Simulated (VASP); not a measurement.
# Pt (P6_3/mmc) in VASP: a series of runs

Pt is run at these levels: LDA; tasks: single point.

All numbers are computed with VASP 6.6.1; they aren't measurements. Logs are shortened: lines on timing, memory, paths and dates and some standing lists are left out, and cuts for length are marked.

## (1) The cell of the first run

Symmetry: P6_3/mmc, No. 194, hexagonal system. The conventional cell has a = 2.678 Å, b = 2.678 Å, c = 4.594 Å, α = 90.00°, β = 90.00°, γ = 120.00°. Pt (site symmetry -6m2) has 12 Pt at 2.68 to 2.77 Å within 3.5 Å.

This isn't the form of Pt at room conditions, which is fcc.

## (2) Single point, LDA (14.27 Å³/atom)

File INCAR:

```
ALGO = Normal ; EDIFF = 1E-7
ENCUT = 520 ; GGA = CA
ISIF = 2 ; ISMEAR = -1
LASPH = True ; LCHARG = False
LREAL = False ; LWAVE = False
NBANDS = 17 ; NELM = 100
PREC = Accurate ; SIGMA = 0.1
```

File KPOINTS:

```
k-points
0
Gamma
  15 15 8
```

File POSCAR:

```
Pt
1.0
    2.6783293370      0.0000000000      0.0000000000
   -1.3391646685      2.3195012455      0.0000000000
    0.0000000000      0.0000000000      4.5941162080
Pt
2
Direct
    0.3333333333      0.6666666667      0.2500000000
    0.6666666667      0.3333333333      0.7500000000
```

Potentials or basis: VASP PAW LDA potentials, release 64 (Pt).

Run with:

```
$ cat potpaw_LDA.64/Pt/POTCAR > POTCAR
$ mpirun -np 1 vasp_std > vasp.out
```

OUTCAR:

```text
EDIFF = 1E-7
   ENCUT = 520
   GGA = CA
   ISIF = 2
   ISMEAR = -1
   LASPH = True
   LREAL = False
   NELM = 100
   PREC = Accurate

 ion  position               nearest neighbor table
   1  0.333  0.667  0.250-   2 2.77   2 2.77   2 2.77   2 2.77   2 2.77   2 2.77
   2  0.667  0.333  0.750-   1 2.77   1 2.77   1 2.77   1 2.77   1 2.77   1 2.77

  LATTYP: Found a hexagonal cell.
 ALAT       =     2.6783293370
 C/A-ratio  =     1.7152917472

  Lattice vectors:

 A1 = (   2.6783293370,   0.0000000000,   0.0000000000)
 A2 = (  -1.3391646685,   2.3195012455,   0.0000000000)
 A3 = (   0.0000000000,   0.0000000000,   4.5941162080)

Analysis of symmetry for initial positions (statically):
=====================================================================
 Subroutine PRICEL returns:
 Original cell was already a primitive cell.

 Routine SETGRP: Setting up the symmetry group for a
 hexagonal supercell.

 Subroutine GETGRP returns: Found 24 space group operations
 (whereof 12 operations were pure point group operations)
 out of a pool of 24 trial point group operations.

The static configuration has the point symmetry D_3d.
 The point group associated with its full space group is D_6h.

Analysis of symmetry for dynamics (positions and initial velocities):
=====================================================================
 Subroutine PRICEL returns:
 Original cell was already a primitive cell.

 Routine SETGRP: Setting up the symmetry group for a
 hexagonal supercell.

 Subroutine GETGRP returns: Found 24 space group operations
 (whereof 12 operations were pure point group operations)
 out of a pool of 24 trial point group operations.

The dynamic configuration has the point symmetry D_3d.
 The point group associated with its full space group is D_6h.

 Subroutine INISYM returns: Found 24 space group operations
 (whereof 12 operations are pure point group operations),
 and found     1 'primitive' translations

----------------------------------------------------------------------------------------

                                     Primitive cell

  volume of cell :      28.5404

  direct lattice vectors                    reciprocal lattice vectors
     2.678329337  0.000000000  0.000000000     0.373367079  0.215563583  0.000000000
    -1.339164669  2.319501246  0.000000000     0.000000000  0.431127167  0.000000000
     0.000000000  0.000000000  4.594116208     0.000000000  0.000000000  0.217669722

  length of vectors
     2.678329337  2.678329337  4.594116208     0.431127167  0.431127167  0.217669722

  position of ions in fractional coordinates (direct lattice)
     0.333333333  0.666666667  0.250000000
     0.666666667  0.333333333  0.750000000

  ion indices of the primitive-cell ions
   primitive index   ion index
                 1           1
                 2           2

----------------------------------------------------------------------------------------

 KPOINTS: k-points

Automatic generation of k-mesh.
 Grid dimensions read from file:
 generate k-points for:   15   15    8

 Generating k-lattice:

  Cartesian coordinates                     Fractional coordinates (reciprocal lattice)
     0.024891139  0.014370906  0.000000000     0.066666667  0.000000000  0.000000000
     0.000000000  0.028741811  0.000000000     0.000000000  0.066666667  0.000000000
     0.000000000  0.000000000  0.027208715     0.000000000  0.000000000  0.125000000

  Length of vectors
     0.028741811  0.028741811  0.027208715

  Shift w.r.t. Gamma in fractional coordinates (k-lattice)
     0.000000000  0.000000000  0.000000000

 Subroutine IBZKPT returns following result:
 ===========================================

 Found    135 irreducible k-points:

 Following reciprocal coordinates:
            Coordinates               Weight
  0.000000  0.000000  0.000000      1.000000
  0.066667  0.000000  0.000000      6.000000
  0.133333  0.000000  0.000000      6.000000
  0.200000  0.000000  0.000000      6.000000
  0.266667  0.000000  0.000000      6.000000
  0.333333  0.000000  0.000000      6.000000
[... 16 lines left out ...]
  0.333333  0.200000  0.000000     12.000000
  0.400000  0.200000  0.000000      6.000000
 [... further k-points ...]
   k-points           NKPTS =    135   k-points in BZ     NKDIM =    135   number of bands    NBANDS=     17
   number of dos      NEDOS =    301   number of ions     NIONS =      2
   total plane-waves  NPLWV =  14400
   dimension x,y,z NGX =    20 NGY =   20 NGZ =   36
   dimension x,y,z NGXF=    40 NGYF=   40 NGZF=   72
   ions per type =               2
   NGX,Y,Z   is equivalent  to a cutoff of  12.41, 12.41, 13.03 a.u.
   NGXF,Y,Z  is equivalent  to a cutoff of  24.83, 24.83, 26.05 a.u.
 SYSTEM =  unknown system
   PREC   = accura    normal or accurate (medium, high low for compatibility)
   ISTART =      0    job   : 0-new  1-cont  2-samecut
   ICHARG =      2    charge: 1-file 2-atom 10-const
   ISPIN  =      1    spin polarized calculation?
   LNONCOLLINEAR =      F non collinear calculations
   LSORBIT =      F    spin-orbit coupling
   LASPH  =      T    aspherical Exc in radial PAW
   ENCUT  =  520.0 eV  38.22 Ry    6.18 a.u.   4.98  4.98  8.54*2*pi/ulx,y,z
   NELM   =    100;   NELMIN=  2; NELMDL= -5     # of ELM steps
   EDIFF  = 0.1E-06   stopping-criterion for ELM
   LREAL  =      F    real-space projection
   EDIFFG = 0.1E-05   stopping-criterion for IOM
   NSW    =      0    number of steps for IOM
   IBRION =     -1    ionic relax: 0-MD 1-quasi-New 2-CG
   NFREE  =      0    steps in history (QN), initial steepest desc. (CG)
   ISIF   =      2    stress and relaxation
   ISYM   =      2    0-nonsym 1-usesym 2-fastsym
   POTIM  = 0.5000    time-step for ionic-motion
   TEBEG  =    0.0;   TEEND  =   0.0 temperature during run
   PSTRESS=    0.0 pullay stress
   NELECT =      20.0000    total number of electrons
   NUPDOWN=      -1.0000    fix difference up-down
   EMIN   =  10.00;   EMAX   =-10.00  energy-range for DOS
   EFERMI =   0.00;   METHOD = LEGACY
   ISMEAR =    -1;   SIGMA  =   0.10  broadening in eV -4-tet -1-fermi 0-gaus
   EFERMI_NEDOS =   21; number of points for ismear=-14 and -15
   IALGO  =     38    algorithm
   IMIX   =      4    mixing-type and parameters
     AMIX     =   0.40;   BMIX     =  1.00
     AMIX_MAG =   1.60;   BMIX_MAG =  1.00
  volume/ion in A,a.u.               =      14.27        96.30
  Fermi-wavevector in a.u.,A,eV,Ry     =   1.454112  2.747874 28.768741  2.114443
  Thomas-Fermi vector in A             =   2.571301
   LORBIT       =      0    0 simple, 1 ext, 2 COOP (PROOUT), +10 PAW based schemes
   GGA     = CA    functional components
   LHFCALC =     F    Hartree Fock is set to
   AEXX    =    0.0000 exact exchange contribution
   IVDW    =     0    specifies the selected vdW correction
   LEPSILON=     F    determine dielectric tensor
   LRPA    =     F    only Hartree local field effects (RPA)
 non-spin polarized calculation
  energy-cutoff  :      520.00
  volume of cell :       28.54
 maximum number of plane-waves:       786
 NGX is ok and might be reduce to    20
   NGX =  9   NGY =  9   NGZ = 17

 number of electron      20.0000000 magnetization

 Free energy of the ion-electron system (eV)
  ---------------------------------------------------
  ext. energy  EPLUGINS =         0.00000000
  ---------------------------------------------------
  free energy    TOTEN  =       -14.88065227 eV

  energy without entropy =      -14.77622091  energy(sigma->0) =      -14.82843659

 E-fermi :  12.2381     XC(G=0): -14.0060

 val. band max:       12.2318294471   @ k =   0.3333   0.2667   0.3750
 cond. band min:      12.2422709516   @ k =   0.4667   0.0000   0.3750
 fundamental gap:      0.0104415045
 Fermi energy:        12.2381119520

 k-point     1 :       0.0000    0.0000    0.0000
  band No.  band energies     occupation
      1       1.3669      2.00000
      2       4.1248      2.00000
      3       7.6506      2.00000
      4       8.1856      2.00000
      5       8.1856      2.00000
      6       8.6458      2.00000
[... 9 lines left out ...]
     16      29.4868      0.00000
     17      34.1342      0.00000

 k-point     2 :       0.0667    0.0000    0.0000
  band No.  band energies     occupation
      1       1.5435      2.00000
      2       4.2879      2.00000
      3       7.6116      2.00000
      4       8.1950      2.00000
      5       8.3273      2.00000
      6       8.5530      2.00000
[... 9 lines left out ...]
     16      29.7738      0.00000
     17      33.3198      0.00000

 k-point     3 :       0.1333    0.0000    0.0000
  band No.  band energies     occupation
      1       2.0521      2.00000
      2       4.7305      2.00000
      3       7.4186      2.00000
      4       8.1916      2.00000
      5       8.5026      2.00000
      6       8.7429      2.00000
[... 9 lines left out ...]
     16      30.2080      0.00000
     17      31.5503      0.00000

 k-point     4 :       0.2000    0.0000    0.0000
  band No.  band energies     occupation
      1       2.8203      2.00000
      2       5.2493      2.00000
      3       7.2411      2.00000
      4       7.7695      2.00000
      5       7.9097      2.00000
      6       8.9693      2.00000
[... 9 lines left out ...]
     16      30.0187      0.00000
     17      30.6058      0.00000

 k-point     5 :       0.2667    0.0000    0.0000
  band No.  band energies     occupation
      1       3.6915      2.00000
      2       5.4158      2.00000
      3       6.9069      2.00000
      4       7.4450      2.00000
      5       7.7909      2.00000
      6       9.0218      2.00000
[... 9 lines left out ...]
     16      28.2729      0.00000
     17      31.1200      0.00000

 k-point     6 :       0.3333    0.0000    0.0000
  band No.  band energies     occupation
      1       4.3964      2.00000
      2       5.2146      2.00000
      3       6.2396      2.00000
      4       7.7010      2.00000
      5       8.3096      2.00000
      6       8.6853      2.00000
[... 9 lines left out ...]
     16      27.0671      0.00000
     17      28.7497      0.00000

 k-point     7 :       0.4000   -0.0000    0.0000
  band No.  band energies     occupation
      1       4.7215      2.00000
      2       4.9857      2.00000
      3       5.7855      2.00000
      4       8.1756      2.00000
      5       8.4361      2.00000
      6       8.5509      2.00000
[... 9 lines left out ...]
     16      25.6560      0.00000
     17      26.3153      0.00000

 k-point     8 :       0.4667    0.0000    0.0000
  band No.  band energies     occupation
      1       4.7451      2.00000
      2       4.9071      2.00000
      3       5.5557      2.00000
      4       8.3050      2.00000
      5       8.4476      2.00000
      6       8.6827      2.00000
[... 9 lines left out ...]
     16      24.5089      0.00000
     17      25.8742      0.00000
[... 203 lines left out ...]
      1       5.2918      2.00000
      2       5.4594      2.00000
      3       5.8491      2.00000
      4       7.8320      2.00000
      5       8.0452      2.00000
      6       8.6425      2.00000
[... 9 lines left out ...]
     16      26.6646      0.00000
     17      26.9597      0.00000

 k-point    20 :       0.4000    0.1333    0.0000
  band No.  band energies     occupation
      1       5.2792      2.00000
      2       5.4139      2.00000
      3       5.6519      2.00000
      4       8.1190      2.00000
      5       8.3344      2.00000
      6       8.3859      2.00000
[... 9 lines left out ...]
     16      24.8679      0.00000
     17      26.5515      0.00000

 k-point    21 :       0.2000    0.2000    0.0000
  band No.  band energies     occupation
      1       5.0250      2.00000
      2       6.3501      2.00000
      3       6.3856      2.00000
      4       6.4757      2.00000
      5       7.9929      2.00000
      6       8.0937      2.00000
[... 9 lines left out ...]
     16      28.0355      0.00000
     17      29.9599      0.00000

 k-point    22 :       0.2667    0.2000    0.0000
  band No.  band energies     occupation
      1       5.6648      2.00000
      2       6.0094      2.00000
      3       6.1233      2.00000
      4       6.9786      2.00000
      5       7.8444      2.00000
      6       8.4963      2.00000
[... 9 lines left out ...]
     16      27.6394      0.00000
     17      27.9211      0.00000

 k-point    23 :       0.3333    0.2000    0.0000
  band No.  band energies     occupation
      1       5.7923      2.00000
      2       5.8642      2.00000
      3       5.9348      2.00000
      4       7.6421      2.00000
      5       7.8678      2.00000
      6       8.3966      2.00000
[... 9 lines left out ...]
     16      25.9314      0.00000
     17      27.2751      0.00000

 k-point    24 :       0.4000    0.2000    0.0000
  band No.  band energies     occupation
      1       5.7178      2.00000
      2       5.8270      2.00000
      3       5.9353      2.00000
      4       7.9539      2.00000
      5       7.9778      2.00000
      6       8.1663      2.00000
[... 9 lines left out ...]
     16      24.7403      0.00000
     17      27.0407      0.00000

 [... further k-points ...]

------------------------ aborting loop because EDIFF is reached ----------------------------------------

  FORCE on cell =-STRESS in cart. coord.  units (eV):
  Direction    XX          YY          ZZ          XY          YZ          ZX
  --------------------------------------------------------------------------------------
  -------------------------------------------------------------------------------------
  Total        2.6985071      2.6985071      2.4773325     -0.0000000      0.0000000     -0.0000000
  in kB      151.4863760    151.4863760    139.0702786     -0.0000000      0.0000000     -0.0000000
  external PRESSURE =     147.3476769 kB  Pullay stress =       0.0000000 kB

 VOLUME and BASIS-vectors are now :
 -----------------------------------------------------------------------------
  energy-cutoff  :      520.00
  volume of cell :       28.54
      direct lattice vectors                 reciprocal lattice vectors
     2.678329337  0.000000000  0.000000000     0.373367079  0.215563583  0.000000000
    -1.339164669  2.319501246  0.000000000     0.000000000  0.431127167  0.000000000
     0.000000000  0.000000000  4.594116208     0.000000000  0.000000000  0.217669722

 POSITION                                       TOTAL-FORCE (eV/Angst)
 -----------------------------------------------------------------------------------
     -0.00000      1.54633      1.14853        -0.000000      0.000000      0.000000
      1.33916      0.77317      3.44559         0.000000     -0.000000      0.000000
 -----------------------------------------------------------------------------------
    total drift:                               -0.000000      0.000000     -0.000000

  FREE ENERGIE OF THE ION-ELECTRON SYSTEM (eV)
  ---------------------------------------------------
  free  energy   TOTEN  =       -14.8806522745 eV

  energy  without entropy=      -14.7762209131  energy(sigma->0) =      -14.82843659
```

Run time: 80 s. Hardware: 1 thread of Intel Xeon 8259CL, shared host; peak memory 0.17 GiB.

Results:

```
Free energy            : -14.8807 eV
Pressure               : 14.7 GPa
Band gap on the k mesh : zero (bands 10 and 11 overlap by 1.45 eV)
```

Stress tensor (GPa, compression positive):
```
15.15  0.00  0.00
 0.00 15.15  0.00
 0.00  0.00 13.91
```

Caveat: the cell stands under pressure; spin-orbit coupling is left out, which moves the levels of the heavy elements.

## (3) Single point, LDA (14.86 Å³/atom)

This run uses another cell than the first one, of 14.86 Å³/atom.

File INCAR:

```
SYSTEM = Pt
  ALGO = Normal
  EDIFF = 1E-6
  ENCUT = 520
  ISIF = 2
  ISMEAR = -1
  LASPH = .TRUE.
  LCHARG = .FALSE.
  LREAL = .FALSE.
  LWAVE = .FALSE.
  NBANDS = 17
  NELM = 60
  PREC = Accurate
  SIGMA = 0.1
```

File KPOINTS:

```
k-points
0
G
  15 15 8
  0 0 0
```

File POSCAR:

```
Pt
1.0
    2.7150233397      0.0000000000      0.0000000000
   -1.3575116699      2.3512791841      0.0000000000
    0.0000000000      0.0000000000      4.6570571281
Pt
2
Direct
    0.3333333333      0.6666666667      0.2500000000
    0.6666666667      0.3333333333      0.7500000000
```

Potentials or basis: VASP PAW LDA potentials, release 64 (Pt).

Run with:

```
$ cat potpaw_LDA.64/Pt/POTCAR > POTCAR
$ mpirun -np 1 vasp_std > vasp.out
```

Wall time 66 s (1 thread of Intel Xeon 8259CL, shared host); peak memory 0.17 GiB.

Results (log left out):

```yaml
Free_energy: -14.9376 eV
Pressure: 0.9 GPa
Band_gap_on_the_k_mesh: zero (bands 10 and 11 overlap by 1.35 eV)
```

Levels at points of the mesh, in eV from the Fermi level:
```csv
k point,band 6,band 7,band 8,band 9,band 10,band 11,band 12,band 13,band 14,band 15
"(0.00, 0.00, 0.00)",-3.36,-3.36,-2.09,-2.09,-0.93,-0.26,-0.26,5.21,14.92,15.80
"(0.00, 0.00, 0.50)",-3.80,-3.80,-3.80,-0.90,-0.90,-0.90,-0.90,12.56,12.56,15.45
```

Caveat: spin-orbit coupling is left out, which moves the levels of the heavy elements.

## (4) Single point, LDA (15.46 Å³/atom)

This run uses another cell than the first one, of 15.46 Å³/atom.

File INCAR:

```
PREC     = Accurate       # precision mode
ENCUT    = 520            # plane-wave cutoff, eV
EDIFF    = 1E-6           # SCF threshold, eV
ISMEAR   = -1             # smearing method
SIGMA    = 0.1            # smearing width, eV
LREAL    = F              # projectors in reciprocal space
LASPH    = T              # aspherical terms in the spheres
NELM     = 60             # most SCF steps
ALGO     = Normal         # electronic algorithm
ISIF     = 2              # what is computed and relaxed
LWAVE    = F              # write WAVECAR
LCHARG   = T              # write CHGCAR
GGA      = CA             # functional
LELF     = T              # ELF
LVHAR    = T            
NBANDS   = 17             # bands
```

File KPOINTS:

```
regular mesh
0
Gamma
  15 15 8
```

File POSCAR:

```
Pt
1.0
    2.7507514282      0.0000000000      0.0000000000
   -1.3753757141      2.3822206163      0.0000000000
    0.0000000000      0.0000000000      4.7183412234
Pt
2
Direct
    0.3333333333      0.6666666667      0.2500000000
    0.6666666667      0.3333333333      0.7500000000
```

Run with:

```
$ cat potpaw_LDA.64/Pt/POTCAR > POTCAR
$ mpirun -np 1 vasp_std > vasp.out
```

Run time: 61 s. Hardware: 1 thread of Intel Xeon 8259CL, shared host; peak memory 0.18 GiB.

It converged, with:

```yaml
Free_energy: -14.9036 eV
Pressure: -9.9 GPa
Band_gap_on_the_k_mesh: zero (bands 10 and 11 overlap by 1.26 eV)
```

Stress tensor (GPa, compression positive):
```
-10.18   0.00   0.00
  0.00 -10.18   0.00
  0.00   0.00  -9.28
```

Levels at points of the mesh, in eV from the Fermi level:
```
           k point  band 7  band 8  band 9  band 10  band 11  band 12  band 13  band 14
(0.00, 0.00, 0.00)   -3.16   -1.96   -1.96    -0.75    -0.24    -0.24     4.94    15.00
(0.00, 0.00, 0.50)   -3.56   -3.56   -0.85    -0.85    -0.85    -0.85    12.30    12.30
```

Caveat: the cell stands under tension; spin-orbit coupling is left out, which moves the levels of the heavy elements.

## (5) Summary

```tsv
cell	gap on the mesh (eV)	pressure (GPa)
a = 2.678, b = 2.678, c = 4.594 Å, angles 90.0, 90.0, 120.0°, 2 atoms	none	14.7
a = 2.715, b = 2.715, c = 4.657 Å, angles 90.0, 90.0, 120.0°, 2 atoms	none	0.9
a = 2.751, b = 2.751, c = 4.718 Å, angles 90.0, 90.0, 120.0°, 2 atoms	none	-9.9
```

Alike in all rows: task single point; level LDA; potentials or basis VASP PAW LDA potentials, release 64 (Pt); no spin polarisation; k mesh 15 × 15 × 8; cutoff (eV) 520; smearing fermi-dirac 0.1 eV.

Caveats: spin-orbit coupling is left out, which moves the levels of the heavy elements; the cell stands under pressure (at least some runs); the cell stands under tension (at least some runs).

Absolute energies hang on the potentials; compare differences alone.
